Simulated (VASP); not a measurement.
# Ga3Se (Pm-3m) in VASP: single point with PBE

Aim: the single point of Ga3Se with PBE.

All numbers are computed with VASP 6.6.1; they aren't measurements. Logs are shortened: lines on timing, memory, paths and dates and some standing lists are left out, and cuts for length are marked.

## Step 1: The cell of the first run

The structure is cubic, space group Pm-3m (No. 221). Conventional cell: a = 4.432 Å, b = 4.432 Å, c = 4.432 Å, α = 90.00°, β = 90.00°, γ = 90.00°. Within 4.1 Å of Ga (site symmetry 4/mmm) lie 8 Ga at 3.13 Å and 4 Se at 3.13 Å. Within 4.1 Å of Se (site symmetry m-3m) lie 12 Ga at 3.13 Å.

## Step 2: Single point, PBE

INCAR

```
  PREC = Accurate
  ENCUT = 520
  EDIFF = 1E-6
  ISMEAR = -1
  SIGMA = 0.1
  LREAL = False
  LASPH = True
  NELM = 60
  ALGO = Normal
  ISIF = 2
  LWAVE = False
  LCHARG = True
  GGA = PE
  LELF = True
  LVHAR = True
  NBANDS = 30
```

KPOINTS

```
Automatic mesh
0
Gamma
  6 6 6
```

POSCAR

```
Ga3Se
1.0
    4.4324650000      0.0000000000      0.0000000000
    0.0000000000      4.4324650000      0.0000000000
    0.0000000000      0.0000000000      4.4324650000
Ga Se
3 1
Direct
    0.0000000000      0.5000000000      0.5000000000
    0.5000000000      0.0000000000      0.5000000000
    0.5000000000      0.5000000000      0.0000000000
    0.0000000000      0.0000000000      0.0000000000
```

Potentials or basis: VASP PAW PBE potentials, release 64 (Ga_d, Se).

Run with:

```bash
$ cat potpaw_PBE.64/Ga_d/POTCAR potpaw_PBE.64/Se/POTCAR > POTCAR
$ mpirun -np 1 vasp_std > vasp.out
```

OUTCAR:

```text
PREC = Accurate
   ENCUT = 520
   EDIFF = 1E-6
   ISMEAR = -1
   LREAL = False
   LASPH = True
   NELM = 60
   ISIF = 2
   GGA = PE

 ion  position               nearest neighbor table
   1  0.000  0.500  0.500-
   2  0.500  0.000  0.500-
   3  0.500  0.500  0.000-
   4  0.000  0.000  0.000-

  LATTYP: Found a simple cubic cell.
 ALAT       =     4.4324650000

  Lattice vectors:

 A1 = (   4.4324650000,   0.0000000000,   0.0000000000)
 A2 = (   0.0000000000,   4.4324650000,   0.0000000000)
 A3 = (   0.0000000000,   0.0000000000,   4.4324650000)

Analysis of symmetry for initial positions (statically):
=====================================================================
 Subroutine PRICEL returns:
 Original cell was already a primitive cell.

 Routine SETGRP: Setting up the symmetry group for a
 simple cubic supercell.

 Subroutine GETGRP returns: Found 48 space group operations
 (whereof 48 operations were pure point group operations)
 out of a pool of 48 trial point group operations.

The static configuration has the point symmetry O_h .

Analysis of symmetry for dynamics (positions and initial velocities):
=====================================================================
 Subroutine PRICEL returns:
 Original cell was already a primitive cell.

 Routine SETGRP: Setting up the symmetry group for a
 simple cubic supercell.

 Subroutine GETGRP returns: Found 48 space group operations
 (whereof 48 operations were pure point group operations)
 out of a pool of 48 trial point group operations.

The dynamic configuration has the point symmetry O_h .

 Subroutine INISYM returns: Found 48 space group operations
 (whereof 48 operations are pure point group operations),
 and found     1 'primitive' translations

----------------------------------------------------------------------------------------

                                     Primitive cell

  volume of cell :      87.0835

  direct lattice vectors                    reciprocal lattice vectors
     4.432465000  0.000000000  0.000000000     0.225608098  0.000000000  0.000000000
     0.000000000  4.432465000  0.000000000     0.000000000  0.225608098  0.000000000
     0.000000000  0.000000000  4.432465000     0.000000000  0.000000000  0.225608098

  length of vectors
     4.432465000  4.432465000  4.432465000     0.225608098  0.225608098  0.225608098

  position of ions in fractional coordinates (direct lattice)
     0.000000000  0.500000000  0.500000000
     0.500000000  0.000000000  0.500000000
     0.500000000  0.500000000  0.000000000
     0.000000000  0.000000000  0.000000000

  ion indices of the primitive-cell ions
   primitive index   ion index
                 1           1
                 2           2
                 3           3
                 4           4

----------------------------------------------------------------------------------------

 KPOINTS: Automatic mesh

Automatic generation of k-mesh.
 Grid dimensions read from file:
 generate k-points for:    6    6    6

 Generating k-lattice:

  Cartesian coordinates                     Fractional coordinates (reciprocal lattice)
     0.037601350  0.000000000  0.000000000     0.166666667  0.000000000  0.000000000
     0.000000000  0.037601350  0.000000000     0.000000000  0.166666667  0.000000000
     0.000000000  0.000000000  0.037601350     0.000000000  0.000000000  0.166666667

  Length of vectors
     0.037601350  0.037601350  0.037601350

  Shift w.r.t. Gamma in fractional coordinates (k-lattice)
     0.000000000  0.000000000  0.000000000

 Subroutine IBZKPT returns following result:
 ===========================================

 Found     20 irreducible k-points:

 Following reciprocal coordinates:
            Coordinates               Weight
  0.000000  0.000000  0.000000      1.000000
  0.166667  0.000000  0.000000      6.000000
  0.333333  0.000000  0.000000      6.000000
  0.500000  0.000000  0.000000      3.000000
  0.166667  0.166667  0.000000     12.000000
  0.333333  0.166667  0.000000     24.000000
[... 12 lines left out ...]
  0.500000  0.500000  0.333333      6.000000
  0.500000  0.500000  0.500000      1.000000
   k-points           NKPTS =     20   k-points in BZ     NKDIM =     20   number of bands    NBANDS=     30
   number of dos      NEDOS =    301   number of ions     NIONS =      4
   total plane-waves  NPLWV =  46656
   dimension x,y,z NGX =    36 NGY =   36 NGZ =   36
   dimension x,y,z NGXF=    72 NGYF=   72 NGZF=   72
   ions per type =               3   1
   NGX,Y,Z   is equivalent  to a cutoff of  13.50, 13.50, 13.50 a.u.
   NGXF,Y,Z  is equivalent  to a cutoff of  27.00, 27.00, 27.00 a.u.
 SYSTEM =  unknown system
   PREC   = accura    normal or accurate (medium, high low for compatibility)
   ISTART =      0    job   : 0-new  1-cont  2-samecut
   ICHARG =      2    charge: 1-file 2-atom 10-const
   ISPIN  =      1    spin polarized calculation?
   LNONCOLLINEAR =      F non collinear calculations
   LSORBIT =      F    spin-orbit coupling
   LASPH  =      T    aspherical Exc in radial PAW
   ENCUT  =  520.0 eV  38.22 Ry    6.18 a.u.   8.24  8.24  8.24*2*pi/ulx,y,z
   NELM   =     60;   NELMIN=  2; NELMDL= -5     # of ELM steps
   EDIFF  = 0.1E-05   stopping-criterion for ELM
   LREAL  =      F    real-space projection
   EDIFFG = 0.1E-04   stopping-criterion for IOM
   NSW    =      0    number of steps for IOM
   IBRION =     -1    ionic relax: 0-MD 1-quasi-New 2-CG
   NFREE  =      0    steps in history (QN), initial steepest desc. (CG)
   ISIF   =      2    stress and relaxation
   ISYM   =      2    0-nonsym 1-usesym 2-fastsym
   POTIM  = 0.5000    time-step for ionic-motion
   TEBEG  =    0.0;   TEEND  =   0.0 temperature during run
   PSTRESS=    0.0 pullay stress
   NELECT =      45.0000    total number of electrons
   NUPDOWN=      -1.0000    fix difference up-down
   EMIN   =  10.00;   EMAX   =-10.00  energy-range for DOS
   EFERMI =   0.00;   METHOD = LEGACY
   ISMEAR =    -1;   SIGMA  =   0.10  broadening in eV -4-tet -1-fermi 0-gaus
   EFERMI_NEDOS =   21; number of points for ismear=-14 and -15
   IALGO  =     38    algorithm
   IMIX   =      4    mixing-type and parameters
     AMIX     =   0.40;   BMIX     =  1.00
     AMIX_MAG =   1.60;   BMIX_MAG =  1.00
  volume/ion in A,a.u.               =      21.77       146.92
  Fermi-wavevector in a.u.,A,eV,Ry     =   1.313713  2.482557 23.481488  1.725841
  Thomas-Fermi vector in A             =   2.444016
   LORBIT       =      0    0 simple, 1 ext, 2 COOP (PROOUT), +10 PAW based schemes
   GGA     = PE    functional components
   LHFCALC =     F    Hartree Fock is set to
   AEXX    =    0.0000 exact exchange contribution
   IVDW    =     0    specifies the selected vdW correction
   LEPSILON=     F    determine dielectric tensor
   LRPA    =     F    only Hartree local field effects (RPA)
 non-spin polarized calculation
  energy-cutoff  :      520.00
  volume of cell :       87.08
 maximum number of plane-waves:      2364
 NGX is ok and might be reduce to    36
   NGX = 17   NGY = 17   NGZ = 17

 number of electron      44.9999944 magnetization

 Free energy of the ion-electron system (eV)
  ---------------------------------------------------
  ext. energy  EPLUGINS =         0.00000000
  ---------------------------------------------------
  free energy    TOTEN  =       -12.44004483 eV

  energy without entropy =      -12.39580558  energy(sigma->0) =      -12.41792520

 E-fermi :   4.6283     XC(G=0): -10.2674

 val. band max:        4.6066502415   @ k =   0.5000   0.1667   0.0000
 cond. band min:       4.7470457325   @ k =   0.5000   0.3333   0.1667
 fundamental gap:      0.1403954911
 Fermi energy:         4.6282722924

 k-point     1 :       0.0000    0.0000    0.0000
  band No.  band energies     occupation
      1     -10.4114      2.00000
      2     -10.3916      2.00000
      3     -10.3916      2.00000
      4     -10.3916      2.00000
      5     -10.3416      2.00000
      6     -10.3416      2.00000
[... 22 lines left out ...]
     29      10.6360      0.00000
     30      11.7446      0.00000

 k-point     2 :       0.1667    0.0000    0.0000
  band No.  band energies     occupation
      1     -10.3948      2.00000
      2     -10.3885      2.00000
      3     -10.3781      2.00000
      4     -10.3781      2.00000
      5     -10.3397      2.00000
      6     -10.3320      2.00000
[... 22 lines left out ...]
     29      11.3998      0.00000
     30      11.9902      0.00000

 k-point     3 :       0.3333    0.0000    0.0000
  band No.  band energies     occupation
      1     -10.3818      2.00000
      2     -10.3554      2.00000
      3     -10.3417      2.00000
      4     -10.3417      2.00000
      5     -10.3334      2.00000
      6     -10.3081      2.00000
[... 22 lines left out ...]
     29      10.9908      0.00000
     30      11.5447      0.00000

 k-point     4 :       0.5000    0.0000    0.0000
  band No.  band energies     occupation
      1     -10.3782      2.00000
      2     -10.3397      2.00000
      3     -10.3115      2.00000
      4     -10.3085      2.00000
      5     -10.3085      2.00000
      6     -10.2903      2.00000
[... 22 lines left out ...]
     29       9.1931      0.00000
     30      10.8538      0.00000

 k-point     5 :       0.1667    0.1667    0.0000
  band No.  band energies     occupation
      1     -10.3838      2.00000
      2     -10.3801      2.00000
      3     -10.3701      2.00000
      4     -10.3656      2.00000
      5     -10.3340      2.00000
      6     -10.3247      2.00000
[... 22 lines left out ...]
     29      11.1660      0.00000
     30      11.8161      0.00000
[... 394 lines left out ...]
     29      11.5376      0.00000
     30      12.6749      0.00000

 k-point    18 :       0.5000    0.3333    0.3333
  band No.  band energies     occupation
      1     -10.4210      2.00000
      2     -10.3424      2.00000
      3     -10.3321      2.00000
      4     -10.3273      2.00000
      5     -10.3249      2.00000
      6     -10.3224      2.00000
[... 22 lines left out ...]
     29      11.7966      0.00000
     30      11.9450      0.00000

 k-point    19 :       0.5000    0.5000    0.3333
  band No.  band energies     occupation
      1     -10.4396      2.00000
      2     -10.3358      2.00000
      3     -10.3358      2.00000
      4     -10.3333      2.00000
      5     -10.3257      2.00000
      6     -10.3257      2.00000
[... 22 lines left out ...]
     29      11.9132      0.00000
     30      12.8976      0.00000

 k-point    20 :       0.5000    0.5000    0.5000
  band No.  band energies     occupation
      1     -10.4608      2.00000
      2     -10.3397      2.00000
      3     -10.3397      2.00000
      4     -10.3397      2.00000
      5     -10.3314      2.00000
      6     -10.3314      2.00000
[... 22 lines left out ...]
     29      13.2008      0.00000
     30      13.2008      0.00000

------------------------ aborting loop because EDIFF is reached ----------------------------------------

  FORCE on cell =-STRESS in cart. coord.  units (eV):
  Direction    XX          YY          ZZ          XY          YZ          ZX
  --------------------------------------------------------------------------------------
  -------------------------------------------------------------------------------------
  Total       -0.2391959     -0.2391959     -0.2391959     -0.0000000     -0.0000000      0.0000000
  in kB       -4.4007675     -4.4007675     -4.4007675     -0.0000000     -0.0000000      0.0000000
  external PRESSURE =      -4.4007675 kB  Pullay stress =       0.0000000 kB

 VOLUME and BASIS-vectors are now :
 -----------------------------------------------------------------------------
  energy-cutoff  :      520.00
  volume of cell :       87.08
      direct lattice vectors                 reciprocal lattice vectors
     4.432465000  0.000000000  0.000000000     0.225608098  0.000000000  0.000000000
     0.000000000  4.432465000  0.000000000     0.000000000  0.225608098  0.000000000
     0.000000000  0.000000000  4.432465000     0.000000000  0.000000000  0.225608098

 POSITION                                       TOTAL-FORCE (eV/Angst)
 -----------------------------------------------------------------------------------
      0.00000      2.21623      2.21623         0.000000      0.000000      0.000000
      2.21623      0.00000      2.21623         0.000000      0.000000      0.000000
      2.21623      2.21623      0.00000         0.000000      0.000000      0.000000
      0.00000      0.00000      0.00000         0.000000      0.000000      0.000000
 -----------------------------------------------------------------------------------
    total drift:                                0.000000      0.000000      0.000000

  FREE ENERGIE OF THE ION-ELECTRON SYSTEM (eV)
  ---------------------------------------------------
  free  energy   TOTEN  =       -12.4400448252 eV

  energy  without entropy=      -12.3958055788  energy(sigma->0) =      -12.41792520
```

It took 60 s on 1 thread of Intel Xeon 8259CL, shared host; peak memory 0.22 GiB.

Results:

```
Free energy            : -12.4400 eV
Pressure               : -0.4 GPa
Band gap on the k mesh : zero (an odd number of electrons rules out a gap without spin polarisation)
```
